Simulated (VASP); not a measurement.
# Al in VASP: a series of runs, part 2 of 2

VASP 6.6.1. The steps go on from the part before.

### 4 Single point, PBE

File INCAR:

```
SYSTEM = Al
ALGO = Normal
EDIFF = 1E-6
ENCUT = 520
GGA = PE
ISIF = 2
ISMEAR = -1
LASPH = .True.
LCHARG = .True.
LELF = .True.
LREAL = .False.
LVHAR = .True.
LWAVE = .False.
NBANDS = 8
NELM = 100
PREC = Accurate
SIGMA = 0.1
```

File KPOINTS:

```
k-points
0
Gamma
  9 9 9
  0 0 0
```

File POSCAR:

```
Al
1.0
    2.7231350000      0.0226620000      0.0219930000
    0.0226620000      2.7568820000      0.0478290000
    0.0219930000      0.0478290000      2.6869140000
Al
1
Direct
    0.0101730000     -0.0201310000      0.0035330000
```

Potentials or basis: VASP PAW PBE potentials, release 64 (Al).

On the command line:

```sh
cat potpaw_PBE.64/Al/POTCAR > POTCAR
mpirun -np 1 vasp_std > vasp.out
```

OUTCAR:

```text
SYSTEM = Al
   EDIFF = 1E-6
   ENCUT = 520
   GGA = PE
   ISIF = 2
   ISMEAR = -1
   LASPH = .True.
   LREAL = .False.
   NELM = 100
   PREC = Accurate

 ion  position               nearest neighbor table
   1  0.010  0.980  0.004-

  LATTYP: Found a triclinic cell.
 ALAT       =     2.7573899872
 B/A-ratio  =     1.3715971775
 C/A-ratio  =     0.9876434291
 COS(alpha) =     0.0005022435
 COS(beta)  =     0.0166781033
 COS(gamma) =     0.7040620210

  Lattice vectors:

 A1 = (  -0.0226620000,  -2.7568820000,  -0.0478290000)
 A2 = (  -0.0006690000,  -2.7090530000,   2.6390850000)
 A3 = (  -2.7231350000,  -0.0226620000,  -0.0219930000)

Analysis of symmetry for initial positions (statically):
=====================================================================
 Subroutine PRICEL returns:
 Original cell was already a primitive cell.

 Routine SETGRP: Setting up the symmetry group for a
 triclinic supercell.

 Subroutine GETGRP returns: Found  2 space group operations
 (whereof  1 operations were pure point group operations)
 out of a pool of  2 trial point group operations.

The static configuration has the point symmetry C_1 .
 The point group associated with its full space group is S_2 .

Analysis of symmetry for dynamics (positions and initial velocities):
=====================================================================
 Subroutine PRICEL returns:
 Original cell was already a primitive cell.

 Routine SETGRP: Setting up the symmetry group for a
 triclinic supercell.

 Subroutine GETGRP returns: Found  2 space group operations
 (whereof  1 operations were pure point group operations)
 out of a pool of  2 trial point group operations.

The dynamic configuration has the point symmetry C_1 .
 The point group associated with its full space group is S_2 .

 Subroutine INISYM returns: Found  2 space group operations
 (whereof  1 operations are pure point group operations),
 and found     1 'primitive' translations

----------------------------------------------------------------------------------------

                                     Primitive cell

  volume of cell :      20.1627

  direct lattice vectors                    reciprocal lattice vectors
     2.723135000  0.022662000  0.021993000     0.367272357 -0.002967798 -0.002953379
     0.022662000  2.756882000  0.047829000    -0.002967798  0.362864654 -0.006434959
     0.021993000  0.047829000  2.686914000    -0.002953379 -0.006434959  0.372312896

  length of vectors
     2.723318102  2.757389987  2.687429655     0.367296222  0.362933842  0.372380213

  position of ions in fractional coordinates (direct lattice)
     0.010173000  0.979869000  0.003533000

  ion indices of the primitive-cell ions
   primitive index   ion index
                 1           1

----------------------------------------------------------------------------------------

 KPOINTS: k-points

Automatic generation of k-mesh.
 Grid dimensions read from file:
 generate k-points for:    9    9    9

 Generating k-lattice:

  Cartesian coordinates                     Fractional coordinates (reciprocal lattice)
     0.040808040 -0.000329755 -0.000328153     0.111111111  0.000000000  0.000000000
    -0.000329755  0.040318295 -0.000714995    -0.000000000  0.111111111 -0.000000000
    -0.000328153 -0.000714995  0.041368100    -0.000000000 -0.000000000  0.111111111

  Length of vectors
     0.040810691  0.040325982  0.041375579

  Shift w.r.t. Gamma in fractional coordinates (k-lattice)
     0.000000000  0.000000000  0.000000000

 Subroutine IBZKPT returns following result:
 ===========================================

 Found    365 irreducible k-points:

 Following reciprocal coordinates:
            Coordinates               Weight
  0.000000  0.000000  0.000000      1.000000
  0.111111  0.000000  0.000000      2.000000
  0.222222  0.000000  0.000000      2.000000
  0.333333 -0.000000  0.000000      2.000000
  0.444444  0.000000  0.000000      2.000000
 -0.000000  0.111111  0.000000      2.000000
[... 16 lines left out ...]
 -0.111111  0.222222  0.000000      2.000000
  0.000000  0.333333  0.000000      2.000000
 [... further k-points ...]
   k-points           NKPTS =    365   k-points in BZ     NKDIM =    365   number of bands    NBANDS=      8
   number of dos      NEDOS =    301   number of ions     NIONS =      1
   total plane-waves  NPLWV =   9600
   dimension x,y,z NGX =    20 NGY =   24 NGZ =   20
   dimension x,y,z NGXF=    40 NGYF=   48 NGZF=   40
   ions per type =               1
   NGX,Y,Z   is equivalent  to a cutoff of  12.21, 14.47, 12.37 a.u.
   NGXF,Y,Z  is equivalent  to a cutoff of  24.42, 28.94, 24.74 a.u.
 SYSTEM =  Al
   PREC   = accura    normal or accurate (medium, high low for compatibility)
   ISTART =      0    job   : 0-new  1-cont  2-samecut
   ICHARG =      2    charge: 1-file 2-atom 10-const
   ISPIN  =      1    spin polarized calculation?
   LNONCOLLINEAR =      F non collinear calculations
   LSORBIT =      F    spin-orbit coupling
   LASPH  =      T    aspherical Exc in radial PAW
   ENCUT  =  520.0 eV  38.22 Ry    6.18 a.u.   5.06  5.13  5.00*2*pi/ulx,y,z
   NELM   =    100;   NELMIN=  2; NELMDL= -5     # of ELM steps
   EDIFF  = 0.1E-05   stopping-criterion for ELM
   LREAL  =      F    real-space projection
   EDIFFG = 0.1E-04   stopping-criterion for IOM
   NSW    =      0    number of steps for IOM
   IBRION =     -1    ionic relax: 0-MD 1-quasi-New 2-CG
   NFREE  =      0    steps in history (QN), initial steepest desc. (CG)
   ISIF   =      2    stress and relaxation
   ISYM   =      2    0-nonsym 1-usesym 2-fastsym
   POTIM  = 0.5000    time-step for ionic-motion
   TEBEG  =    0.0;   TEEND  =   0.0 temperature during run
   PSTRESS=    0.0 pullay stress
   NELECT =       3.0000    total number of electrons
   NUPDOWN=      -1.0000    fix difference up-down
   EMIN   =  10.00;   EMAX   =-10.00  energy-range for DOS
   EFERMI =   0.00;   METHOD = LEGACY
   ISMEAR =    -1;   SIGMA  =   0.10  broadening in eV -4-tet -1-fermi 0-gaus
   EFERMI_NEDOS =   21; number of points for ismear=-14 and -15
   IALGO  =     38    algorithm
   IMIX   =      4    mixing-type and parameters
     AMIX     =   0.40;   BMIX     =  1.00
     AMIX_MAG =   1.60;   BMIX_MAG =  1.00
  volume/ion in A,a.u.               =      20.16       136.06
  Fermi-wavevector in a.u.,A,eV,Ry     =   0.867492  1.639322 10.238957  0.752542
  Thomas-Fermi vector in A             =   1.986034
   LORBIT       =      0    0 simple, 1 ext, 2 COOP (PROOUT), +10 PAW based schemes
   GGA     = PE    functional components
   LHFCALC =     F    Hartree Fock is set to
   AEXX    =    0.0000 exact exchange contribution
   IVDW    =     0    specifies the selected vdW correction
   LEPSILON=     F    determine dielectric tensor
   LRPA    =     F    only Hartree local field effects (RPA)
 non-spin polarized calculation
  energy-cutoff  :      520.00
  volume of cell :       20.16
 maximum number of plane-waves:       554
   NGX = 11   NGY = 11   NGZ =  9

 number of electron       3.0000000 magnetization

 Free energy of the ion-electron system (eV)
  ---------------------------------------------------
  ext. energy  EPLUGINS =         0.00000000
  ---------------------------------------------------
  free energy    TOTEN  =        -3.37075164 eV

  energy without entropy =       -3.35224958  energy(sigma->0) =       -3.36150061

 E-fermi :   5.6569     XC(G=0):  -9.4225

 val. band max:        5.6568479378   @ k =   0.4444  -0.1111   0.4444
 cond. band min:       5.6762272054   @ k =  -0.2222   0.0000   0.3333
 fundamental gap:      0.0193792676
 Fermi energy:         5.6569479292

 k-point     1 :       0.0000    0.0000    0.0000
  band No.  band energies     occupation
      1      -3.8977      2.00000
      2      13.4881      0.00000
      3      13.8046      0.00000
      4      14.2927      0.00000
      5      14.7616      0.00000
      6      15.3151      0.00000
      7      21.0421      0.00000
      8      29.2021      0.00000
[... 243 lines left out ...]
 k-point    24 :       0.0000    0.3333    0.0000
  band No.  band energies     occupation
      1      -1.7934      2.00000
      2       4.5517      1.99997
      3      15.2944      0.00000
      4      16.5362      0.00000
      5      17.0648      0.00000
      6      20.5376      0.00000
      7      22.2781      0.00000
      8      22.6288      0.00000

 [... further k-points ...]

------------------------ aborting loop because EDIFF is reached ----------------------------------------

  FORCE on cell =-STRESS in cart. coord.  units (eV):
  Direction    XX          YY          ZZ          XY          YZ          ZX
  --------------------------------------------------------------------------------------
  -------------------------------------------------------------------------------------
  Total        0.0072326     -0.1558030      0.1510005      0.0083456      0.0952368      0.0406954
  in kB        0.5747206    -12.3804636     11.9988436      0.6631576      7.5677316      3.2337493
  external PRESSURE =       0.0643669 kB  Pullay stress =       0.0000000 kB

 VOLUME and BASIS-vectors are now :
 -----------------------------------------------------------------------------
  energy-cutoff  :      520.00
  volume of cell :       20.16
      direct lattice vectors                 reciprocal lattice vectors
     2.723135000  0.022662000  0.021993000     0.367272357 -0.002967798 -0.002953379
     0.022662000  2.756882000  0.047829000    -0.002967798  0.362864654 -0.006434959
     0.021993000  0.047829000  2.686914000    -0.002953379 -0.006434959  0.372312896

 POSITION                                       TOTAL-FORCE (eV/Angst)
 -----------------------------------------------------------------------------------
      0.04999      2.70178      0.05658        -0.000000      0.000000      0.000000
 -----------------------------------------------------------------------------------
    total drift:                                0.000001     -0.000000     -0.000005

  FREE ENERGIE OF THE ION-ELECTRON SYSTEM (eV)
  ---------------------------------------------------
  free  energy   TOTEN  =        -3.3707516380 eV

  energy  without entropy=       -3.3522495805  energy(sigma->0) =       -3.36150061
```

stdout:

```text
POSCAR found type information on POSCAR Al
 POSCAR found :  1 types and       1 ions
 scaLAPACK will be used
 LDA part: xc-table for (Slater+PW92), standard interpolation
 POSCAR, INCAR and KPOINTS ok, starting setup
 FFT: planning ... GRIDC
 FFT: planning ... GRID_SOFT
 FFT: planning ... GRID
 WAVECAR not read
 entering main loop
```

It took 42 s on 1 thread of Intel Xeon 8259CL, shared host; peak memory 0.16 GiB.

Results:

```yaml
Free_energy: -3.3708 eV
Pressure: 0.0 GPa
Band_gap_on_the_k_mesh: zero (an odd number of electrons rules out a gap without spin polarisation)
```
